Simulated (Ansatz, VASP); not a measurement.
# One calculation of BePd, two programs

The input INCAR:

```
SYSTEM = BePd
ALGO     = Normal         ! electronic algorithm
EDIFF    = 1E-7           ! SCF threshold, eV
ENCUT    = 520            ! plane-wave cutoff, eV
GGA      = CA             ! functional
ISIF     = 2              ! what is computed and relaxed
ISMEAR   = -1             ! smearing method
LASPH    = .True.         ! aspherical terms in the spheres
LCHARG   = .False.        ! write CHGCAR
LREAL    = .False.        ! projectors in reciprocal space
LWAVE    = .False.        ! write WAVECAR
NBANDS   = 13             ! bands
NELM     = 60             ! most SCF steps
PREC     = Accurate       ! precision mode
SIGMA    = 0.08           ! smearing width, eV
```

File KPOINTS:

```
k-points
0
Gamma
  12 12 12
  0 0 0
```

POSCAR

```
BePd
1.0
    2.8411300000      0.0000000000      0.0000000000
    0.0000000000      2.8411300000      0.0000000000
    0.0000000000      0.0000000000      2.8130000000
Be Pd
1 1
Direct
    0.0000000000      0.0000000000      0.0000000000
    0.5000000000      0.5000000000      0.5000000000
```

Input for Ansatz:

```yaml
crystal:
  lattice:
    - [2.84113, 0.0, 0.0]
    - [0.0, 2.84113, 0.0]
    - [0.0, 0.0, 2.813]
  atoms:
    - { symbol: Be, position: [0.0, 0.0, 0.0] }
    - { symbol: Pd, position: [0.5, 0.5, 0.5] }
kpoints:
  mp_grid: { grid: [12, 12, 12] }
  band_path:
    path:
      - [0.0, 0.0, 0.0]
      - [0.0, 0.5, 0.0]
      - [0.5, 0.5, 0.0]
      - [0.0, 0.0, 0.0]
      - [0.0, 0.0, 0.5]
      - [0.0, 0.5, 0.5]
      - [0.5, 0.5, 0.5]
      - [0.0, 0.0, 0.5]
      - [0.0, 0.5, 0.0]
    npoints: 5
scf:
  occupations: { method: fermi_dirac, width: 0.08 }
hamiltonian:
  xc: lda
  pseudopotentials: { kind: all_electron, lapw: { basis_error: 0.001 } }
output:
  forces: true
  stress: true
  eigenvalues: true
```

Change from the starting cell: equal xx and yy strain of +1 %.

Alike in both runs: task single point; functional LDA; k mesh 12 × 12 × 12; occupations fermi-dirac, width 0.08 eV; no spin polarisation.

```csv
,VASP,Ansatz
version,VASP 6.6.1,Ansatz 0.2.0
potentials or method,"VASP PAW LDA potentials, release 64 (Be, Pd), cutoff 520 eV","all-electron LAPW, scalar-relativistic"
```

|  | VASP | Ansatz | Ansatz less VASP |
| --- | --- | --- | --- |
| pressure (GPa) | -10.6 | -11.2 | -0.58 |
| traceless stress, the component that is largest in VASP (GPa) | 0.28 | 0.27 | -0.009 |

LDA's correlation is that of Perdew and Zunger in VASP and of Perdew and Wang (1992) in Ansatz. Ansatz ran all-electron here, and VASP with PAW potentials.
